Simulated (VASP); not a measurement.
Runs of VASP 6.6.1 on MgGeSb2. The structure is that of space group P-4m2 (No. 115), or close to it. The cells are those of the table. 

| level | cell | gap on the mesh (eV) | pressure (GPa) | largest force (eV/Å) |
| --- | --- | --- | --- | --- |
| PBE | a = 4.510, b = 4.510, c = 6.575 Å, 4 atoms | none | -1.0 | 0.02 |
| r2SCAN | a = 4.402, b = 4.402, c = 6.495 Å, 4 atoms | none | (b) | 0.03 |
| PBE | a = 4.554, b = 4.554, c = 6.639 Å, 4 atoms | none | -1.9 | 0.05 |
| PBE | a = 4.466, b = 4.466, c = 6.511 Å, 4 atoms | none | 0.0 | 0.01 |
| r2SCAN | a = 4.489, b = 4.489, c = 6.623 Å, 4 atoms | none | (a) | 0.03 |

Alike in all rows: task single point; potentials or basis VASP PAW PBE potentials, release 64 (Mg, Sb, Ge_d); no spin polarisation; k mesh 6 × 6 × 4; cutoff (eV) 520; smearing fermi-dirac 0.02 eV.

Estimate the missing entries.

(a) -2.3; (b) 0.1.

Caveats: spin-orbit coupling is left out, which moves the levels of the heavy elements; the PAW data sets were made with another functional, which shifts forces and pressure a little (at least some runs).

A k mesh can miss the band edges, and the runs leave out spin-orbit coupling on Ge, Sb.

A gap of «none» marks levels without a gap at the run's occupations.
